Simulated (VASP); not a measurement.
# Hf (Fm-3m) in VASP: a series of runs

Hf is run at these levels: LDA; tasks: single point.

Everything below comes from runs of VASP 6.6.1. Logs are shortened: lines on timing, memory, paths and dates and some standing lists are left out, and cuts for length are marked.

## Step 1: The cell of the first run

The structure is cubic, space group Fm-3m (No. 225). The conventional cell has a = 4.349 Å, b = 4.349 Å, c = 4.349 Å, α = 90.00°, β = 90.00°, γ = 90.00°. Hf (site symmetry m-3m) has 12 Hf at 3.08 Å within 4.0 Å.

## Step 2: Single point, LDA (volume scaled by 0.94)

Contents of INCAR:

```
SYSTEM = Hf
PREC     = Accurate       ! precision mode
ENCUT    = 520            ! plane-wave cutoff, eV
EDIFF    = 1E-6           ! SCF threshold, eV
ISMEAR   = -1             ! smearing method
SIGMA    = 0.03           ! smearing width, eV
LREAL    = .FALSE.        ! projectors in reciprocal space
LASPH    = .TRUE.         ! aspherical terms in the spheres
NELM     = 100            ! most SCF steps
ALGO     = Normal         ! electronic algorithm
ISIF     = 2              ! what is computed and relaxed
LWAVE    = .FALSE.        ! write WAVECAR
LCHARG   = .FALSE.        ! write CHGCAR
GGA      = CA             ! functional
NBANDS   = 11             ! bands
```

Contents of KPOINTS:

```
Automatic mesh
0
G
  13 13 13
  0 0 0
```

Contents of POSCAR:

```
Hf
1.0
    0.0000000000      2.1746811614      2.1746811614
    2.1746811614      0.0000000000      2.1746811614
    2.1746811614      2.1746811614      0.0000000000
Hf
1
Direct
    0.0000000000      0.0000000000      0.0000000000
```

Potentials or basis: VASP PAW LDA potentials, release 64 (Hf_pv).

Run with:

```bash
$ cat potpaw_LDA.64/Hf_pv/POTCAR > POTCAR
$ mpirun -np 1 vasp_std > vasp.out
```

OUTCAR:

```text
SYSTEM = Hf
   PREC = Accurate
   ENCUT = 520
   EDIFF = 1E-6
   ISMEAR = -1
   LREAL = .FALSE.
   LASPH = .TRUE.
   NELM = 100
   ISIF = 2
   GGA = CA

 ion  position               nearest neighbor table
   1  0.000  0.000  0.000-

  LATTYP: Found a face centered cubic cell.
 ALAT       =     4.3493623228

  Lattice vectors:

 A1 = (   0.0000000000,   2.1746811614,   2.1746811614)
 A2 = (   2.1746811614,   0.0000000000,   2.1746811614)
 A3 = (   2.1746811614,   2.1746811614,   0.0000000000)

Analysis of symmetry for initial positions (statically):
=====================================================================
 Subroutine PRICEL returns:
 Original cell was already a primitive cell.

 Routine SETGRP: Setting up the symmetry group for a
 face centered cubic supercell.

 Subroutine GETGRP returns: Found 48 space group operations
 (whereof 48 operations were pure point group operations)
 out of a pool of 48 trial point group operations.

The static configuration has the point symmetry O_h .

Analysis of symmetry for dynamics (positions and initial velocities):
=====================================================================
 Subroutine PRICEL returns:
 Original cell was already a primitive cell.

 Routine SETGRP: Setting up the symmetry group for a
 face centered cubic supercell.

 Subroutine GETGRP returns: Found 48 space group operations
 (whereof 48 operations were pure point group operations)
 out of a pool of 48 trial point group operations.

The dynamic configuration has the point symmetry O_h .

 Subroutine INISYM returns: Found 48 space group operations
 (whereof 48 operations are pure point group operations),
 and found     1 'primitive' translations

----------------------------------------------------------------------------------------

                                     Primitive cell

  volume of cell :      20.5692

  direct lattice vectors                    reciprocal lattice vectors
     0.000000000  2.174681161  2.174681161    -0.229918762  0.229918762  0.229918762
     2.174681161  0.000000000  2.174681161     0.229918762 -0.229918762  0.229918762
     2.174681161  2.174681161  0.000000000     0.229918762  0.229918762 -0.229918762

  length of vectors
     3.075463592  3.075463592  3.075463592     0.398230977  0.398230977  0.398230977

  position of ions in fractional coordinates (direct lattice)
     0.000000000  0.000000000  0.000000000

  ion indices of the primitive-cell ions
   primitive index   ion index
                 1           1

----------------------------------------------------------------------------------------

 KPOINTS: Automatic mesh

Automatic generation of k-mesh.
 Grid dimensions read from file:
 generate k-points for:   13   13   13

 Generating k-lattice:

  Cartesian coordinates                     Fractional coordinates (reciprocal lattice)
    -0.017686059  0.017686059  0.017686059     0.076923077  0.000000000  0.000000000
     0.017686059 -0.017686059  0.017686059     0.000000000  0.076923077  0.000000000
     0.017686059  0.017686059 -0.017686059     0.000000000  0.000000000  0.076923077

  Length of vectors
     0.030633152  0.030633152  0.030633152

  Shift w.r.t. Gamma in fractional coordinates (k-lattice)
     0.000000000  0.000000000  0.000000000

 Subroutine IBZKPT returns following result:
 ===========================================

 Found     84 irreducible k-points:

 Following reciprocal coordinates:
            Coordinates               Weight
  0.000000  0.000000  0.000000      1.000000
  0.076923  0.000000  0.000000      8.000000
  0.153846  0.000000  0.000000      8.000000
  0.230769  0.000000  0.000000      8.000000
  0.307692  0.000000  0.000000      8.000000
  0.384615  0.000000  0.000000      8.000000
[... 16 lines left out ...]
  0.384615  0.153846  0.000000     24.000000
  0.461538  0.153846  0.000000     24.000000
 [... further k-points ...]
   k-points           NKPTS =     84   k-points in BZ     NKDIM =     84   number of bands    NBANDS=     11
   number of dos      NEDOS =    301   number of ions     NIONS =      1
   total plane-waves  NPLWV =  13824
   dimension x,y,z NGX =    24 NGY =   24 NGZ =   24
   dimension x,y,z NGXF=    48 NGYF=   48 NGZF=   48
   ions per type =               1
   NGX,Y,Z   is equivalent  to a cutoff of  12.97, 12.97, 12.97 a.u.
   NGXF,Y,Z  is equivalent  to a cutoff of  25.95, 25.95, 25.95 a.u.
 SYSTEM =  Hf
   PREC   = accura    normal or accurate (medium, high low for compatibility)
   ISTART =      0    job   : 0-new  1-cont  2-samecut
   ICHARG =      2    charge: 1-file 2-atom 10-const
   ISPIN  =      1    spin polarized calculation?
   LNONCOLLINEAR =      F non collinear calculations
   LSORBIT =      F    spin-orbit coupling
   LASPH  =      T    aspherical Exc in radial PAW
   ENCUT  =  520.0 eV  38.22 Ry    6.18 a.u.   5.72  5.72  5.72*2*pi/ulx,y,z
   NELM   =    100;   NELMIN=  2; NELMDL= -5     # of ELM steps
   EDIFF  = 0.1E-05   stopping-criterion for ELM
   LREAL  =      F    real-space projection
   EDIFFG = 0.1E-04   stopping-criterion for IOM
   NSW    =      0    number of steps for IOM
   IBRION =     -1    ionic relax: 0-MD 1-quasi-New 2-CG
   NFREE  =      0    steps in history (QN), initial steepest desc. (CG)
   ISIF   =      2    stress and relaxation
   ISYM   =      2    0-nonsym 1-usesym 2-fastsym
   POTIM  = 0.5000    time-step for ionic-motion
   TEBEG  =    0.0;   TEEND  =   0.0 temperature during run
   PSTRESS=    0.0 pullay stress
   NELECT =      10.0000    total number of electrons
   NUPDOWN=      -1.0000    fix difference up-down
   EMIN   =  10.00;   EMAX   =-10.00  energy-range for DOS
   EFERMI =   0.00;   METHOD = LEGACY
   ISMEAR =    -1;   SIGMA  =   0.03  broadening in eV -4-tet -1-fermi 0-gaus
   EFERMI_NEDOS =   21; number of points for ismear=-14 and -15
   IALGO  =     38    algorithm
   IMIX   =      4    mixing-type and parameters
     AMIX     =   0.40;   BMIX     =  1.00
     AMIX_MAG =   1.60;   BMIX_MAG =  1.00
  volume/ion in A,a.u.               =      20.57       138.81
  Fermi-wavevector in a.u.,A,eV,Ry     =   1.287269  2.432585 22.545683  1.657061
  Thomas-Fermi vector in A             =   2.419293
   LORBIT       =      0    0 simple, 1 ext, 2 COOP (PROOUT), +10 PAW based schemes
   GGA     = CA    functional components
   LHFCALC =     F    Hartree Fock is set to
   AEXX    =    0.0000 exact exchange contribution
   IVDW    =     0    specifies the selected vdW correction
   LEPSILON=     F    determine dielectric tensor
   LRPA    =     F    only Hartree local field effects (RPA)
 non-spin polarized calculation
  energy-cutoff  :      520.00
  volume of cell :       20.57
 maximum number of plane-waves:       564
   NGX = 11   NGY = 11   NGZ = 11

 number of electron      10.0000001 magnetization

 Free energy of the ion-electron system (eV)
  ---------------------------------------------------
  ext. energy  EPLUGINS =         0.00000000
  ---------------------------------------------------
  free energy    TOTEN  =       -10.63017097 eV

  energy without entropy =      -10.62531714  energy(sigma->0) =      -10.62774406

 E-fermi :   5.2354     XC(G=0): -11.8601

 val. band max:        5.2129933258   @ k =  -0.3077   0.3077   0.0769
 cond. band min:       5.2434837661   @ k =   0.3846   0.0769   0.0000
 fundamental gap:      0.0304904403
 Fermi energy:         5.2353653743

 k-point     1 :       0.0000    0.0000    0.0000
  band No.  band energies     occupation
      1     -24.3385      2.00000
      2     -24.3385      2.00000
      3     -24.3385      2.00000
      4      -2.1973      2.00000
      5       6.5781      0.00000
      6       6.5781      0.00000
      7       6.5781      0.00000
      8       9.6435      0.00000
      9       9.6435      0.00000
     10      16.9229      0.00000
     11      17.6145      0.00000

 k-point     2 :       0.0769    0.0000    0.0000
  band No.  band energies     occupation
      1     -24.4066      2.00000
      2     -24.3469      2.00000
      3     -24.3469      2.00000
      4      -1.9674      2.00000
      5       6.3541      0.00000
      6       6.6869      0.00000
      7       6.6869      0.00000
      8       9.5217      0.00000
      9       9.5217      0.00000
     10      17.4249      0.00000
     11      17.6141      0.00000

 k-point     3 :       0.1538    0.0000    0.0000
  band No.  band energies     occupation
      1     -24.5915      2.00000
      2     -24.3700      2.00000
      3     -24.3700      2.00000
      4      -1.3225      2.00000
      5       5.8459      0.00000
      6       6.9215      0.00000
      7       6.9215      0.00000
      8       9.3293      0.00000
      9       9.3293      0.00000
     10      17.6120      0.00000
     11      18.3031      0.00000

 k-point     4 :       0.2308    0.0000    0.0000
  band No.  band energies     occupation
      1     -24.8434      2.00000
      2     -24.4023      2.00000
      3     -24.4023      2.00000
      4      -0.4063      2.00000
      5       5.3740      0.01951
      6       6.9950      0.00000
      7       6.9950      0.00000
      8       9.4986      0.00000
      9       9.4986      0.00000
     10      17.3509      0.00000
     11      17.6281      0.00000

 k-point     5 :       0.3077    0.0000    0.0000
  band No.  band energies     occupation
      1     -25.1004      2.00000
      2     -24.4364      2.00000
      3     -24.4364      2.00000
      4       0.5098      2.00000
      5       5.2472      0.80506
      6       6.7811      0.00000
      7       6.7811      0.00000
      8      10.2245      0.00000
      9      10.2245      0.00000
     10      16.3760      0.00000
     11      17.6165      0.00000
[... 211 lines left out ...]
 k-point    21 :       0.2308    0.1538    0.0000
  band No.  band energies     occupation
      1     -24.7474      2.00000
      2     -24.4662      2.00000
      3     -24.4583      2.00000
      4      -0.3254      2.00000
      5       4.9391      1.99990
      6       7.1054      0.00000
      7       7.6302      0.00000
      8       8.1542      0.00000
      9      10.3176      0.00000
     10      17.6122      0.00000
     11      19.7331      0.00000

 k-point    22 :       0.3077    0.1538    0.0000
  band No.  band energies     occupation
      1     -24.9591      2.00000
      2     -24.5043      2.00000
      3     -24.4997      2.00000
      4       0.5839      2.00000
      5       4.6204      2.00000
      6       6.4142      0.00000
      7       7.6872      0.00000
      8       9.1047      0.00000
      9      10.8455      0.00000
     10      17.6063      0.00000
     11      18.5523      0.00000

 k-point    23 :       0.3846    0.1538    0.0000
  band No.  band energies     occupation
      1     -25.1574      2.00000
      2     -24.5526      2.00000
      3     -24.5307      2.00000
      4       1.4355      2.00000
      5       4.6080      2.00000
      6       5.9116      0.00000
      7       7.4775      0.00000
      8      10.3607      0.00000
      9      11.6163      0.00000
     10      17.1998      0.00000
     11      17.6464      0.00000

 k-point    24 :       0.4615    0.1538    0.0000
  band No.  band energies     occupation
      1     -25.2986      2.00000
      2     -24.6061      2.00000
      3     -24.5396      2.00000
      4       1.9432      2.00000
      5       4.8045      2.00000
      6       5.8659      0.00000
      7       7.2114      0.00000
      8      11.7289      0.00000
      9      12.1371      0.00000
     10      15.7093      0.00000
     11      17.6262      0.00000

 [... further k-points ...]
[... 5 lines left out ...]
  --------------------------------------------------------------------------------------
  -------------------------------------------------------------------------------------
  Total        0.1701387      0.1701387      0.1701387     -0.0000000      0.0000000     -0.0000000
  in kB       13.2524757     13.2524757     13.2524757     -0.0000000      0.0000000     -0.0000000
  external PRESSURE =      13.2524757 kB  Pullay stress =       0.0000000 kB

 VOLUME and BASIS-vectors are now :
 -----------------------------------------------------------------------------
  energy-cutoff  :      520.00
  volume of cell :       20.57
      direct lattice vectors                 reciprocal lattice vectors
     0.000000000  2.174681161  2.174681161    -0.229918762  0.229918762  0.229918762
     2.174681161  0.000000000  2.174681161     0.229918762 -0.229918762  0.229918762
     2.174681161  2.174681161  0.000000000     0.229918762  0.229918762 -0.229918762

 POSITION                                       TOTAL-FORCE (eV/Angst)
 -----------------------------------------------------------------------------------
      0.00000      0.00000      0.00000         0.000000      0.000000      0.000000
 -----------------------------------------------------------------------------------
    total drift:                                0.000000      0.000000      0.000000

  FREE ENERGIE OF THE ION-ELECTRON SYSTEM (eV)
  ---------------------------------------------------
  free  energy   TOTEN  =       -10.6301709733 eV

  energy  without entropy=      -10.6253171411  energy(sigma->0) =      -10.62774406
```

Wall time 4.9 s (1 thread of Intel Xeon 6975P-C (Granite Rapids), shared host); peak memory 0.13 GiB.

What came out:

```
Free energy            : -10.6302 eV
Pressure               : 1.3 GPa
Band gap on the k mesh : zero (band 5 reaches 6.58 eV, above the bottom of band 6 at 4.63 eV)
```

Levels at points of the mesh, in eV from the Fermi level:
| k point | band 3 | band 4 | band 5 | band 6 | band 7 | band 8 |
| --- | --- | --- | --- | --- | --- | --- |
| (0.00, 0.00, 0.00) | -29.57 | -7.43 | 1.34 | 1.34 | 1.34 | 4.41 |

Caveat: spin-orbit coupling is left out, which moves the levels of the heavy elements.

## Step 3: Single point, LDA (volume scaled by 0.96)

Contents of INCAR:

```
  PREC = Accurate
  ENCUT = 520
  EDIFF = 1E-6
  ISMEAR = -1
  SIGMA = 0.03
  LREAL = False
  LASPH = True
  NELM = 80
  ALGO = Normal
  ISIF = 2
  LWAVE = False
  LCHARG = False
  NBANDS = 11
```

Contents of KPOINTS:

```
Automatic mesh
0
Gamma
  13 13 13
```

Contents of POSCAR:

```
Hf
1.0
    0.0000000000      2.1899963220      2.1899963220
    2.1899963220      0.0000000000      2.1899963220
    2.1899963220      2.1899963220      0.0000000000
Hf
1
Direct
    0.0000000000      0.0000000000      0.0000000000
```

Potentials or basis: VASP PAW LDA potentials, release 64 (Hf_pv).

Run with:

```bash
$ cat potpaw_LDA.64/Hf_pv/POTCAR > POTCAR
$ mpirun -np 1 vasp_std > vasp.out
```

OUTCAR:

```text
PREC = Accurate
   ENCUT = 520
   EDIFF = 1E-6
   ISMEAR = -1
   LREAL = False
   LASPH = True
   NELM = 80
   ISIF = 2

 ion  position               nearest neighbor table
   1  0.000  0.000  0.000-

  LATTYP: Found a face centered cubic cell.
 ALAT       =     4.3799926440

  Lattice vectors:

 A1 = (   0.0000000000,   2.1899963220,   2.1899963220)
 A2 = (   2.1899963220,   0.0000000000,   2.1899963220)
 A3 = (   2.1899963220,   2.1899963220,   0.0000000000)

Analysis of symmetry for initial positions (statically):
[... 505 lines left out ...]
      5       4.6478      2.00000
      6       5.7029      0.00000
      7       7.0339      0.00000
      8      11.4268      0.00000
      9      11.8218      0.00000
     10      15.2969      0.00000
     11      17.3982      0.00000

 [... further k-points ...]
[... 5 lines left out ...]
  --------------------------------------------------------------------------------------
  -------------------------------------------------------------------------------------
  Total       -0.1499740     -0.1499740     -0.1499740      0.0000000     -0.0000000      0.0000000
  in kB      -11.4384268    -11.4384268    -11.4384268      0.0000000     -0.0000000      0.0000000
  external PRESSURE =     -11.4384268 kB  Pullay stress =       0.0000000 kB

 VOLUME and BASIS-vectors are now :
 -----------------------------------------------------------------------------
  energy-cutoff  :      520.00
  volume of cell :       21.01
      direct lattice vectors                 reciprocal lattice vectors
     0.000000000  2.189996322  2.189996322    -0.228310886  0.228310886  0.228310886
     2.189996322  0.000000000  2.189996322     0.228310886 -0.228310886  0.228310886
     2.189996322  2.189996322  0.000000000     0.228310886  0.228310886 -0.228310886

 POSITION                                       TOTAL-FORCE (eV/Angst)
 -----------------------------------------------------------------------------------
      0.00000      0.00000      0.00000         0.000000     -0.000000      0.000000
 -----------------------------------------------------------------------------------
    total drift:                               -0.000000      0.000000     -0.000000

  FREE ENERGIE OF THE ION-ELECTRON SYSTEM (eV)
  ---------------------------------------------------
  free  energy   TOTEN  =       -10.6304107585 eV

  energy  without entropy=      -10.6255950299  energy(sigma->0) =      -10.62800289
```

stdout:

```text
POSCAR found type information on POSCAR Hf
 POSCAR found :  1 types and       1 ions
 scaLAPACK will be used
 LDA part: xc-table for (Slater(with rela. corr.)+CA(PZ))
 , standard interpolation
 POSCAR, INCAR and KPOINTS ok, starting setup
 FFT: planning ... GRIDC
 FFT: planning ... GRID_SOFT
 FFT: planning ... GRID
 WAVECAR not read
 entering main loop
```

It took 5.4 s on 1 thread of Intel Xeon 6975P-C (Granite Rapids), shared host; peak memory 0.14 GiB.

Results:

```yaml
Free_energy: -10.6304 eV
Pressure: -1.1 GPa
Band_gap_on_the_k_mesh: zero (band 5 reaches 6.42 eV, above the bottom of band 6 at 4.49 eV)
```

Caveat: spin-orbit coupling is left out, which moves the levels of the heavy elements.

[end of part 1 of 2]
